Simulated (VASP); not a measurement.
# Mo (Fd-3m) in VASP: further runs, part 2 of 2

VASP 6.6.1. The steps go on from the part before.

## Step 3: Single point, PBE+D3(BJ)

This run uses another cell than the first one, of 20.37 Å³/atom.

The input, INCAR:

```
  PREC = Accurate
  ENCUT = 500
  EDIFF = 1E-6
  ISMEAR = 0
  SIGMA = 0.1
  LREAL = False
  LASPH = True
  NELM = 120
  ALGO = Normal
  ISIF = 2
  LWAVE = False
  LCHARG = False
  GGA = PE
  IVDW = 12
  NBANDS = 21
  GGA_COMPAT = False
```

The input, KPOINTS:

```
regular mesh
0
Gamma
  8 8 8
```

The input, POSCAR:

```
Mo
1.0
    0.0000000000      2.7310872928      2.7310872928
    2.7310872928      0.0000000000      2.7310872928
    2.7310872928      2.7310872928      0.0000000000
Mo
2
Direct
    1.0000000000      1.0000000000      1.0000000000
    0.2500000000      0.2500000000      0.2500000000
```

Potentials or basis: VASP PAW PBE potentials, release 64 (Mo_sv).

The run is started by

```sh
> cat potpaw_PBE.64/Mo_sv/POTCAR > POTCAR
> mpirun -np 1 vasp_std > vasp.out
```

OUTCAR:

```text
PREC = Accurate
   ENCUT = 500
   EDIFF = 1E-6
   ISMEAR = 0
   LREAL = False
   LASPH = True
   NELM = 120
   ISIF = 2
   GGA = PE
   IVDW = 12
 IVDW          = 12

 ion  position               nearest neighbor table
   1  0.000  0.000  0.000-   2 2.37   2 2.37   2 2.37   2 2.37
   2  0.250  0.250  0.250-   1 2.37   1 2.37   1 2.37   1 2.37

  LATTYP: Found a face centered cubic cell.
 ALAT       =     5.4621745856

  Lattice vectors:

 A1 = (   0.0000000000,   2.7310872928,   2.7310872928)
 A2 = (   2.7310872928,   0.0000000000,   2.7310872928)
 A3 = (   2.7310872928,   2.7310872928,   0.0000000000)
[... 763 lines left out ...]

 Edisp (eV)   -1.65139

 E8    (eV) :    -0.7862

  FORCE on cell =-STRESS in cart. coord.  units (eV):
  Direction    XX          YY          ZZ          XY          YZ          ZX
  --------------------------------------------------------------------------------------
  -------------------------------------------------------------------------------------
  Total       2.74963     2.74963     2.74963     0.00000     0.00000    -0.00000
  in kB     108.13047   108.13047   108.13047     0.00000     0.00000    -0.00000
  external pressure =      108.13 kB  Pullay stress =        0.00 kB

 VOLUME and BASIS-vectors are now :
 -----------------------------------------------------------------------------
  energy-cutoff  :      500.00
  volume of cell :       40.74
      direct lattice vectors                 reciprocal lattice vectors
     0.000000000  2.731087293  2.731087293    -0.183077268  0.183077268  0.183077268
     2.731087293  0.000000000  2.731087293     0.183077268 -0.183077268  0.183077268
     2.731087293  2.731087293  0.000000000     0.183077268  0.183077268 -0.183077268

 POSITION                                       TOTAL-FORCE (eV/Angst)
 -----------------------------------------------------------------------------------
      0.00000      0.00000      0.00000        -0.000000     -0.000000     -0.000000
      1.36554      1.36554      1.36554         0.000000      0.000000      0.000000
 -----------------------------------------------------------------------------------
    total drift:                                0.000000      0.000000      0.000000

  FREE ENERGIE OF THE ION-ELECTRON SYSTEM (eV)
  ---------------------------------------------------
  free  energy   TOTEN  =       -18.8072696467 eV

  energy  without entropy=      -18.7957424844  energy(sigma->0) =      -18.80150607
```

OSZICAR:

```text
N       E                     dE             d eps       ncg     rms          rms(c)
DAV:   1     0.277456458484E+03    0.27746E+03   -0.16537E+04  1226   0.131E+03
DAV:   2    -0.116777594928E+02   -0.28913E+03   -0.28092E+03  1388   0.412E+02
DAV:   3    -0.173256450330E+02   -0.56479E+01   -0.55449E+01  1420   0.581E+01
DAV:   4    -0.173620464210E+02   -0.36401E-01   -0.36376E-01  1328   0.505E+00
DAV:   5    -0.173623693552E+02   -0.32293E-03   -0.32291E-03  1431   0.451E-01    0.174E+01
DAV:   6    -0.171949271542E+02    0.16744E+00   -0.31339E-01  1328   0.497E+00    0.829E+00
DAV:   7    -0.171579888402E+02    0.36938E-01   -0.83080E-02  1328   0.279E+00    0.129E+00
DAV:   8    -0.171558124836E+02    0.21764E-02   -0.83496E-03  1268   0.628E-01    0.939E-02
DAV:   9    -0.171558670306E+02   -0.54547E-04   -0.10921E-04  1391   0.848E-02    0.301E-02
DAV:  10    -0.171558848627E+02   -0.17832E-04   -0.10956E-05  1354   0.317E-02    0.838E-03
DAV:  11    -0.171558840678E+02    0.79491E-06   -0.40048E-07   779   0.533E-03
   1 F= -.18807270E+02 E0= -.18801506E+02  d E =-.115272E-01
```

It took 11 s on 1 thread of Intel Xeon 6975P-C (Granite Rapids), shared host; peak memory 0.17 GiB.

What came out:

* Free energy: -18.8073 eV
* Pressure: 10.8 GPa
* Band gap on the k mesh: zero (bands 14 and 15 overlap by 0.40 eV)
* Dispersion energy per atom: -0.826 eV

Levels at points of the mesh, in eV from the Fermi level:
```
           k point  band 12  band 13  band 14  band 15  band 16  band 17
(0.00, 0.00, 0.00)    -1.52    -1.52    -1.52     1.45     1.45     1.45
(0.50, 0.00, 0.00)    -2.23    -1.91    -1.91     0.54     2.60     2.60
(0.50, 0.50, 0.00)    -1.87     0.28     0.28     0.46     0.46     4.46
```

Caveat: the cell stands under pressure.

## Step 4: Single point, PBE+D3(BJ)

This run uses another cell than the first one, of 21.05 Å³/atom.

The input, INCAR:

```
SYSTEM = Mo
ALGO     = Normal         ! electronic algorithm
EDIFF    = 1E-6           ! SCF threshold, eV
ENCUT    = 500            ! plane-wave cutoff, eV
GGA      = PE             ! functional
GGA_COMPAT= .False.      
ISIF     = 2              ! what is computed and relaxed
ISMEAR   = 0              ! smearing method
IVDW     = 12             ! dispersion correction
LASPH    = .True.         ! aspherical terms in the spheres
LCHARG   = .True.         ! write CHGCAR
LELF     = .True.         ! ELF
LREAL    = .False.        ! projectors in reciprocal space
LVHAR    = .True.       
LWAVE    = .False.        ! write WAVECAR
NBANDS   = 21             ! bands
NELM     = 120            ! most SCF steps
PREC     = Accurate       ! precision mode
SIGMA    = 0.1            ! smearing width, eV
```

The input, KPOINTS:

```
k-points
0
Gamma
  8 8 8
  0 0 0
```

The input, POSCAR:

```
Mo
1.0
    0.0000000000      2.7609026135      2.7609026135
    2.7609026135      0.0000000000      2.7609026135
    2.7609026135      2.7609026135      0.0000000000
Mo
2
Direct
    1.0000000000      1.0000000000      1.0000000000
    0.2500000000      0.2500000000      0.2500000000
```

The run is started by

```sh
> cat potpaw_PBE.64/Mo_sv/POTCAR > POTCAR
> mpirun -np 1 vasp_std > vasp.out
```

It took 9.6 s on 1 thread of Intel Xeon 6975P-C (Granite Rapids), shared host; peak memory 0.16 GiB.

The run converged. Its results:

- Free energy: -18.8765 eV
- Pressure: 5.7 GPa
- Band gap on the k mesh: zero (bands 14 and 15 overlap by 0.36 eV)
- Dispersion energy per atom: -0.799 eV

Levels at points of the mesh, in eV from the Fermi level:
```csv
k point,band 11,band 12,band 13,band 14,band 15,band 16,band 17,band 18
"(0.00, 0.00, 0.00)",-2.58,-1.48,-1.48,-1.48,1.41,1.41,1.41,4.81
"(0.50, 0.00, 0.00)",-2.30,-2.22,-1.82,-1.82,0.48,2.50,2.50,3.98
"(0.50, 0.50, 0.00)",-1.78,-1.78,0.18,0.18,0.49,0.49,4.31,4.31
```

Caveat: the cell stands under pressure.

## Step 5: Single point, PBE+D3(BJ)

This run uses another cell than the first one, of 21.88 Å³/atom.

The input, INCAR:

```
SYSTEM = Mo
PREC = Accurate
ENCUT = 500
EDIFF = 1E-6
ISMEAR = 0
SIGMA = 0.1
LREAL = .FALSE.
LASPH = .TRUE.
NELM = 120
ALGO = Normal
ISIF = 2
LWAVE = .FALSE.
LCHARG = .FALSE.
GGA = PE
IVDW = 12
NBANDS = 21
GGA_COMPAT = .FALSE.
```

The input, KPOINTS:

```
regular mesh
0
G
  8 8 8
  0 0 0
```

The input, POSCAR:

```
Mo
1.0
    0.0000000000      2.7969193448      2.7969193448
    2.7969193448      0.0000000000      2.7969193448
    2.7969193448      2.7969193448      0.0000000000
Mo
2
Direct
    1.0000000000      1.0000000000      1.0000000000
    0.2500000000      0.2500000000      0.2500000000
```

The run is started by

```sh
> cat potpaw_PBE.64/Mo_sv/POTCAR > POTCAR
> mpirun -np 1 vasp_std > vasp.out
```

Run time: 13 s. Hardware: 1 thread of Intel Xeon 6975P-C (Granite Rapids), shared host; peak memory 0.18 GiB.

The run converged. Its results:

```
Free energy                : -18.9085 eV
Pressure                   : 0.6 GPa
Band gap on the k mesh     : zero (bands 14 and 15 overlap by 0.39 eV)
Dispersion energy per atom : -0.768 eV
```

Levels at points of the mesh, in eV from the Fermi level:
```
           k point  band 11  band 12  band 13  band 14  band 15  band 16  band 17  band 18
(0.00, 0.00, 0.00)    -2.41    -1.41    -1.41    -1.41     1.36     1.36     1.36     4.60
(0.50, 0.00, 0.00)    -2.14    -2.14    -1.72    -1.72     0.41     2.40     2.40     3.83
(0.50, 0.50, 0.00)    -1.67    -1.67     0.08     0.08     0.53     0.53     4.15     4.15
```

## Step 6: Relaxation of cell and atoms, PBE+D3(BJ)

This run uses another cell than the first one, of 20.23 Å³/atom.

The input, INCAR:

```
  PREC = Accurate
  ENCUT = 500
  EDIFF = 1E-7
  ISMEAR = 0
  SIGMA = 0.1
  LREAL = False
  LASPH = True
  NELM = 120
  ALGO = Normal
  ISIF = 3
  LWAVE = False
  LCHARG = False
  GGA = PE
  IVDW = 12
  IBRION = 2
  NSW = 80
  EDIFFG = -0.01
  GGA_COMPAT = False
  NELMIN = 4
```

The input, KPOINTS:

```
Automatic mesh
0
Gamma
  8 8 8
```

The input, POSCAR:

```
Mo
1.0
    0.0000000000      2.7250000000      2.7250000000
    2.7250000000      0.0000000000      2.7250000000
    2.7250000000      2.7250000000      0.0000000000
Mo
2
Direct
    1.0000000000      1.0000000000      1.0000000000
    0.2500000000      0.2500000000      0.2500000000
```

Potentials or basis: VASP PAW PBE potentials, release 64 (Mo_sv).

The run is started by

```sh
> cat potpaw_PBE.64/Mo_sv/POTCAR > POTCAR
> mpirun -np 1 vasp_std > vasp.out
```

Wall time 30 s (1 thread of Intel Xeon 6975P-C (Granite Rapids), shared host); peak memory 0.17 GiB.

The run converged. Its results:

| Item | Value |
| --- | --- |
| Free energy | -18.9077 eV |
| Relaxed volume | 21.99 Å³/atom |
| Relaxed cell | a = 3.962 Å, b = 3.962 Å, c = 3.962 Å, α = 60.00°, β = 60.00°, γ = 60.00° |
| Space group after relaxing (to 0.1 Å) | Fd-3m (No. 227) |
| Energy gained by relaxing | 59.9 meV/atom |
| Ionic steps | 4 |
| Pressure after relaxing | -0.1 GPa |
| Band gap on the k mesh | zero (bands 14 and 15 overlap by 0.39 eV) |
| Dispersion energy per atom | -0.764 eV |

The path:
```
step  energy change (eV)  largest force (eV/Å)  pressure (GPa)  volume (Å³)
   1              0.0000                0.0000           11.97        40.47
   2              0.1271                0.0000          -11.94        49.98
   3             -0.1197                0.0000           -0.39        44.11
   4             -0.1199                0.0000           -0.05        43.98
```

Final structure:
```
Mo
1.0
     0.00000    2.80155    2.80155
     2.80155    0.00000    2.80155
     2.80155    2.80155    0.00000
Mo
2
Cartesian
  0.0000 0.0000 0.0000
  1.4008 1.4008 1.4008
```

Levels at points of the mesh, in eV from the Fermi level:
```tsv
k point	band 10	band 11	band 12	band 13	band 14	band 15	band 16	band 17	band 18
(0.00, 0.00, 0.00)	-2.39	-2.39	-1.40	-1.40	-1.40	1.35	1.35	1.35	4.58
(0.50, 0.00, 0.00)	-2.19	-2.12	-2.12	-1.70	-1.70	0.41	2.39	2.39	3.81
(0.50, 0.50, 0.00)	-3.23	-1.66	-1.66	0.07	0.07	0.54	0.54	4.13	4.13
```

## Step 7: The runs side by side

| task | cell | gap on the mesh (eV) | pressure (GPa) |
| --- | --- | --- | --- |
| single point | a = 3.793 Å, angles 60.0°, 2 atoms | none | 21.1 |
| single point | a = 3.862 Å, angles 60.0°, 2 atoms | none | 10.8 |
| single point | a = 3.905 Å, angles 60.0°, 2 atoms | none | 5.7 |
| single point | a = 3.955 Å, angles 60.0°, 2 atoms | none | 0.6 |
| relaxation of cell and atoms | relaxed from a = 3.854 Å, angles 60.0°, 2 atoms | none | -0.1 |

Alike in all rows: level PBE+D3(BJ); potentials or basis VASP PAW PBE potentials, release 64 (Mo_sv); no spin polarisation; k mesh 8 × 8 × 8; cutoff (eV) 500; smearing gaussian 0.1 eV.

Caveats: the cell stands under pressure (at least some runs).

Absolute energies hang on the potentials; compare differences alone.
